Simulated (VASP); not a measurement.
# Ti (Im-3m) in VASP: notebook

Ti is run at these levels: r2SCAN; tasks: relaxation of cell and atoms, single point.

Everything below comes from runs of VASP 6.6.1. Logs are shortened: lines on timing, memory, paths and dates and some standing lists are left out, and cuts for length are marked.

**1. The cell of the first run**

It takes space group Im-3m (No. 229, cubic). Conventional cell: a = 3.281 Å, b = 3.281 Å, c = 3.281 Å, α = 90.00°, β = 90.00°, γ = 90.00°. Within 3.7 Å of Ti (site symmetry m-3m) lie 14 Ti at 2.84 to 3.28 Å.

This isn't the form of Ti at room conditions, which is hcp.

**2. Relaxation of cell and atoms, r2SCAN**

File POSCAR:

```
Ti
1.0
   -1.6404466475      1.6404466475      1.6404466475
    1.6404466475     -1.6404466475      1.6404466475
    1.6404466475      1.6404466475     -1.6404466475
Ti
1
Direct
    0.0000000000      0.0000000000      0.0000000000
```

File INCAR.step1:

```
PREC     = Accurate       # precision mode
ENCUT    = 600            # plane-wave cutoff, eV
ISMEAR   = -1             # smearing method
SIGMA    = 0.1            # smearing width, eV
LREAL    = F              # projectors in reciprocal space
LASPH    = T              # aspherical terms in the spheres
NELM     = 80             # most SCF steps
GGA      = PE             # functional
ALGO     = Normal         # electronic algorithm
EDIFF    = 1E-4           # SCF threshold, eV
LWAVE    = T              # write WAVECAR
LCHARG   = F              # write CHGCAR
```

File INCAR.step2:

```
PREC     = Accurate       # precision mode
ENCUT    = 600            # plane-wave cutoff, eV
EDIFF    = 1E-6           # SCF threshold, eV
ISMEAR   = -1             # smearing method
SIGMA    = 0.1            # smearing width, eV
LREAL    = F              # projectors in reciprocal space
LASPH    = T              # aspherical terms in the spheres
NELM     = 80             # most SCF steps
ALGO     = Normal         # electronic algorithm
ISIF     = 3              # what is computed and relaxed
LWAVE    = F              # write WAVECAR
LCHARG   = F              # write CHGCAR
METAGGA  = R2SCAN         # meta-GGA
LMIXTAU  = T            
IBRION   = 2              # ionic algorithm
NSW      = 80             # ionic steps
EDIFFG   = -0.01          # ionic threshold
ISTART   = 1
```

File KPOINTS:

```
Automatic mesh
0
Gamma
  13 13 13
```

Potentials or basis: VASP PAW PBE potentials, release 64 (Ti_sv).

Launch:

```console
> cat potpaw_PBE.64/Ti_sv/POTCAR > POTCAR
> cp INCAR.step1 INCAR
> mpirun -np 1 vasp_std > vasp.out
> cp INCAR.step2 INCAR
> mpirun -np 1 vasp_std > vasp.out
```

OUTCAR:

```text
PREC = Accurate
   ENCUT = 600
   EDIFF = 1E-6
   ISMEAR = -1
   LREAL = F
   LASPH = T
   NELM = 80
   ISIF = 3
   METAGGA = R2SCAN
   IBRION = 2
   NSW = 80
   EDIFFG = -0.01
   ISTART = 1

 ion  position               nearest neighbor table
   1  0.000  0.000  0.000-

  LATTYP: Found a body centered cubic cell.
 ALAT       =     3.2808932950

  Lattice vectors:

 A1 = (  -1.6404466475,   1.6404466475,   1.6404466475)
 A2 = (   1.6404466475,  -1.6404466475,   1.6404466475)
 A3 = (   1.6404466475,   1.6404466475,  -1.6404466475)

Analysis of symmetry for initial positions (statically):
=====================================================================
 Subroutine PRICEL returns:
 Original cell was already a primitive cell.

 Routine SETGRP: Setting up the symmetry group for a
 body centered cubic supercell.

 Subroutine GETGRP returns: Found 48 space group operations
 (whereof 48 operations were pure point group operations)
 out of a pool of 48 trial point group operations.

The static configuration has the point symmetry O_h .

Analysis of symmetry for dynamics (positions and initial velocities):
=====================================================================
 Subroutine PRICEL returns:
 Original cell was already a primitive cell.

 Routine SETGRP: Setting up the symmetry group for a
 body centered cubic supercell.

 Subroutine GETGRP returns: Found 48 space group operations
 (whereof 48 operations were pure point group operations)
 out of a pool of 48 trial point group operations.

The dynamic configuration has the point symmetry O_h .

 Subroutine INISYM returns: Found 48 space group operations
 (whereof 48 operations are pure point group operations),
 and found     1 'primitive' translations

----------------------------------------------------------------------------------------

                                     Primitive cell

  volume of cell :      17.6582

  direct lattice vectors                    reciprocal lattice vectors
    -1.640446647  1.640446647  1.640446647     0.000000000  0.304795039  0.304795039
     1.640446647 -1.640446647  1.640446647     0.304795039  0.000000000  0.304795039
     1.640446647  1.640446647 -1.640446647     0.304795039  0.304795039  0.000000000

  length of vectors
     2.841336941  2.841336941  2.841336941     0.431045278  0.431045278  0.431045278

  position of ions in fractional coordinates (direct lattice)
     0.000000000  0.000000000  0.000000000

  ion indices of the primitive-cell ions
   primitive index   ion index
                 1           1

----------------------------------------------------------------------------------------

 KPOINTS: Automatic mesh

Automatic generation of k-mesh.
 Grid dimensions read from file:
 generate k-points for:   13   13   13

 Generating k-lattice:

  Cartesian coordinates                     Fractional coordinates (reciprocal lattice)
     0.000000000  0.023445772  0.023445772     0.076923077  0.000000000  0.000000000
     0.023445772  0.000000000  0.023445772     0.000000000  0.076923077  0.000000000
     0.023445772  0.023445772  0.000000000     0.000000000  0.000000000  0.076923077

  Length of vectors
     0.033157329  0.033157329  0.033157329

  Shift w.r.t. Gamma in fractional coordinates (k-lattice)
     0.000000000  0.000000000  0.000000000

 Subroutine IBZKPT returns following result:
 ===========================================

 Found     84 irreducible k-points:

 Following reciprocal coordinates:
            Coordinates               Weight
  0.000000  0.000000  0.000000      1.000000
  0.076923  0.000000  0.000000     12.000000
  0.153846  0.000000  0.000000     12.000000
  0.230769  0.000000  0.000000     12.000000
  0.307692  0.000000  0.000000     12.000000
  0.384615  0.000000  0.000000     12.000000
[... 16 lines left out ...]
  0.153846  0.076923  0.076923     24.000000
  0.230769  0.076923  0.076923     24.000000
 [... further k-points ...]
   k-points           NKPTS =     84   k-points in BZ     NKDIM =     84   number of bands    NBANDS=     10
   number of dos      NEDOS =    301   number of ions     NIONS =      1
   total plane-waves  NPLWV =  13824
   dimension x,y,z NGX =    24 NGY =   24 NGZ =   24
   dimension x,y,z NGXF=    48 NGYF=   48 NGZF=   48
   ions per type =               1
   NGX,Y,Z   is equivalent  to a cutoff of  14.04, 14.04, 14.04 a.u.
   NGXF,Y,Z  is equivalent  to a cutoff of  28.08, 28.08, 28.08 a.u.
 SYSTEM =  unknown system
   PREC   = accura    normal or accurate (medium, high low for compatibility)
   ISTART =      1    job   : 0-new  1-cont  2-samecut
   ICHARG =      0    charge: 1-file 2-atom 10-const
   ISPIN  =      1    spin polarized calculation?
   LNONCOLLINEAR =      F non collinear calculations
   LSORBIT =      F    spin-orbit coupling
   LASPH  =      T    aspherical Exc in radial PAW
   ENCUT  =  600.0 eV  44.10 Ry    6.64 a.u.   5.67  5.67  5.67*2*pi/ulx,y,z
   NELM   =     80;   NELMIN=  2; NELMDL=  0     # of ELM steps
   EDIFF  = 0.1E-05   stopping-criterion for ELM
   LREAL  =      F    real-space projection
   EDIFFG = -.1E-01   stopping-criterion for IOM
   NSW    =     80    number of steps for IOM
   IBRION =      2    ionic relax: 0-MD 1-quasi-New 2-CG
   NFREE  =      1    steps in history (QN), initial steepest desc. (CG)
   ISIF   =      3    stress and relaxation
   ISYM   =      2    0-nonsym 1-usesym 2-fastsym
   POTIM  = 0.5000    time-step for ionic-motion
   TEBEG  =    0.0;   TEEND  =   0.0 temperature during run
   PSTRESS=    0.0 pullay stress
   NELECT =      12.0000    total number of electrons
   NUPDOWN=      -1.0000    fix difference up-down
   EMIN   =  10.00;   EMAX   =-10.00  energy-range for DOS
   EFERMI =   0.00;   METHOD = LEGACY
   ISMEAR =    -1;   SIGMA  =   0.10  broadening in eV -4-tet -1-fermi 0-gaus
   EFERMI_NEDOS =   21; number of points for ismear=-14 and -15
   IALGO  =     38    algorithm
   IMIX   =      4    mixing-type and parameters
     AMIX     =   0.40;   BMIX     =  1.00
     AMIX_MAG =   1.60;   BMIX_MAG =  1.00
  volume/ion in A,a.u.               =      17.66       119.16
  Fermi-wavevector in a.u.,A,eV,Ry     =   1.439306  2.719894 28.185854  2.071602
  Thomas-Fermi vector in A             =   2.558176
   LORBIT       =      0    0 simple, 1 ext, 2 COOP (PROOUT), +10 PAW based schemes
   METAGGA = R2SCAN    functional components
   LHFCALC =     F    Hartree Fock is set to
   AEXX    =    0.0000 exact exchange contribution
   IVDW    =     0    specifies the selected vdW correction
   LEPSILON=     F    determine dielectric tensor
   LRPA    =     F    only Hartree local field effects (RPA)
 conjugate gradient relaxation of ions
 non-spin polarized calculation
  energy-cutoff  :      600.00
  volume of cell :       17.66
 maximum number of plane-waves:       606
   NGX = 11   NGY = 11   NGZ = 11

--------------------------------------- Ionic step        1  -------------------------------------------

 number of electron      12.0000001 magnetization

 Free energy of the ion-electron system (eV)
  ---------------------------------------------------
  ext. energy  EPLUGINS =         0.00000000
  ---------------------------------------------------
  free energy    TOTEN  =       -12.84805836 eV

  energy without entropy =      -12.77312537  energy(sigma->0) =      -12.81059186

------------------------ aborting loop because EDIFF is reached ----------------------------------------

  FORCE on cell =-STRESS in cart. coord.  units (eV):
  Direction    XX          YY          ZZ          XY          YZ          ZX
  --------------------------------------------------------------------------------------
  -------------------------------------------------------------------------------------
  Total       -0.2186679     -0.2186679     -0.2186679      0.0000000     -0.0000000     -0.0000000
  in kB      -19.8403492    -19.8403492    -19.8403492      0.0000000     -0.0000000     -0.0000000
  external PRESSURE =     -19.8403492 kB  Pullay stress =       0.0000000 kB
[... 195 lines left out ...]
  energy  without entropy=      -12.7768431115  energy(sigma->0) =      -12.81345300

--------------------------------------- Ionic step        7  -------------------------------------------

 number of electron      11.9999998 magnetization

 Free energy of the ion-electron system (eV)
  ---------------------------------------------------
  ext. energy  EPLUGINS =         0.00000000
  ---------------------------------------------------
  free energy    TOTEN  =       -12.85006570 eV

  energy without entropy =      -12.77685955  energy(sigma->0) =      -12.81346263

 E-fermi :   8.1384     XC(G=0): -12.4076

 val. band max:        8.1295576736   @ k =  -0.3846   0.3846   0.0769
 cond. band min:       8.1398528314   @ k =  -0.3846  -0.4615   0.0769
 fundamental gap:      0.0102951578
 Fermi energy:         8.1384284466

 k-point     1 :       0.0000    0.0000    0.0000
  band No.  band energies     occupation
      1     -50.7686      2.00000
      2     -25.5707      2.00000
      3     -25.5707      2.00000
      4     -25.5706      2.00000
      5       1.7946      2.00000
      6       9.2815      0.00002
      7       9.2815      0.00002
      8       9.2815      0.00002
      9      11.0659      0.00000
     10      11.0659      0.00000
[... 287 lines left out ...]
 k-point    24 :       0.2308    0.0769    0.0769
  band No.  band energies     occupation
      1     -50.6688      2.00000
      2     -26.0662      2.00000
      3     -25.7175      2.00000
      4     -25.6084      2.00000
      5       4.8642      2.00000
      6       8.0700      1.32943
      7       8.1292      1.04621
      8      10.9622      0.00000
      9      11.2541      0.00000
     10      11.8876      0.00000

 [... further k-points ...]
[... 5 lines left out ...]
  --------------------------------------------------------------------------------------
  -------------------------------------------------------------------------------------
  Total       -0.0087022     -0.0087022     -0.0087022     -0.0000000      0.0000000     -0.0000000
  in kB       -0.8039846     -0.8039846     -0.8039846     -0.0000000      0.0000000     -0.0000000
  external PRESSURE =      -0.8039846 kB  Pullay stress =       0.0000000 kB
[... 16 lines left out ...]
  FREE ENERGIE OF THE ION-ELECTRON SYSTEM (eV)
  ---------------------------------------------------
  free  energy   TOTEN  =       -12.8500657013 eV

  energy  without entropy=      -12.7768595494  energy(sigma->0) =      -12.81346263

 reached required accuracy - stopping structural energy minimisation
```

It took 3.7 min on 1 thread of Intel Xeon 8259CL, shared host; peak memory 0.16 GiB.

What came out:

```yaml
Free_energy: -12.8501 eV
Relaxed_volume: 17.34 Å³/atom
Relaxed_cell: a = 2.824 Å, b = 2.824 Å, c = 2.824 Å, α = 109.47°, β = 109.47°, γ = 109.47°
Space_group_after_relaxing_to_0.1_Å: Im-3m (No. 229)
Energy_gained_by_relaxing: 2.0 meV/atom
Ionic_steps: 7
Pressure_after_relaxing: -0.1 GPa
Band_gap_on_the_k_mesh: zero (bands 6 and 7 overlap by 1.79 eV)
```

The path:
```
step  energy change (eV)  largest force (eV/Å)  pressure (GPa)  volume (Å³)
   1              0.0000                0.0000           -1.98        17.66
   2             -0.0010                0.0000            1.51        17.11
   3             -0.0020                0.0000            0.21        17.34
   4             -0.0020                0.0000           -0.14        17.37
   5             -0.0020                0.0000           -0.23        17.35
   6             -0.0020                0.0000           -0.15        17.34
   7             -0.0020                0.0000           -0.08        17.34
```

Final structure:
```cif
data_structure
_symmetry_space_group_name_H-M 'P 1'
_symmetry_Int_Tables_number 1
_cell_length_a 2.8243
_cell_length_b 2.8243
_cell_length_c 2.8243
_cell_angle_alpha 109.471
_cell_angle_beta 109.471
_cell_angle_gamma 109.471
_cell_volume 17.34
loop_
_atom_site_label
_atom_site_type_symbol
_atom_site_fract_x
_atom_site_fract_y
_atom_site_fract_z
_atom_site_occupancy
Ti1 Ti 0.00000 0.00000 0.00000 1
```

Caveat: the PAW data sets were made with another functional, which shifts forces and pressure a little.

**3. Single point, r2SCAN, non-collinear spin, zero start, spin-orbit coupling**

This run uses another cell than the first one, of 17.26 Å³/atom.

File POSCAR:

```
Ti
1.0
   -1.6281323405      1.6281323405      1.6281323405
    1.6281323405     -1.6281323405      1.6281323405
    1.6281323405      1.6281323405     -1.6281323405
Ti
1
Direct
    0.0000000000      0.0000000000      0.0000000000
```

File INCAR.step1:

```
ALGO = Normal ; EDIFF = 1E-4
ENCUT = 520 ; GGA = PE
GGA_COMPAT = False ; ISMEAR = -1
LASPH = True ; LCHARG = False
LMAXMIX = 4 ; LNONCOLLINEAR = True
LREAL = False ; LSORBIT = True
LWAVE = True ; MAGMOM = 0 0 0
NBANDS = 23 ; NELM = 150
PREC = Accurate ; SIGMA = 0.1
```

File INCAR.step2:

```
ALGO = Normal ; EDIFF = 1E-6
ENCUT = 520 ; GGA_COMPAT = False
ISIF = 2 ; ISMEAR = -1
ISTART = 1 ; LASPH = True
LCHARG = False ; LMAXMIX = 4
LMIXTAU = True ; LNONCOLLINEAR = True
LORBIT = 11 ; LORBMOM = True
LREAL = False ; LSORBIT = True
LWAVE = False ; MAGMOM = 0 0 0
METAGGA = R2SCAN ; NBANDS = 23
NELM = 150 ; PREC = Accurate
SIGMA = 0.1
```

File KPOINTS:

```
k-points
0
Gamma
  14 14 14
```

Potentials or basis: VASP PAW PBE potentials, release 64 (Ti_sv).

Launch:

```console
> cat potpaw_PBE.64/Ti_sv/POTCAR > POTCAR
> cp INCAR.step1 INCAR
> mpirun -np 1 vasp_ncl > vasp.out
> cp INCAR.step2 INCAR
> mpirun -np 1 vasp_ncl > vasp.out
```

It took 7.1 min on 1 thread of Intel Xeon 8259CL, shared host; peak memory 0.25 GiB.

It converged, with:

```yaml
Free_energy: -12.8554 eV
Pressure: 0.3 GPa
Net_moment: 0.00 μB per cell
Valence_electrons_inside_the_program's_atomic_spheres: Ti 10.23
```

Moments on the atoms (μB; x, y, z):
```
Ti  0.00 0.00 0.00
```

Caveat: the PAW data sets were made with another functional, which shifts forces and pressure a little.
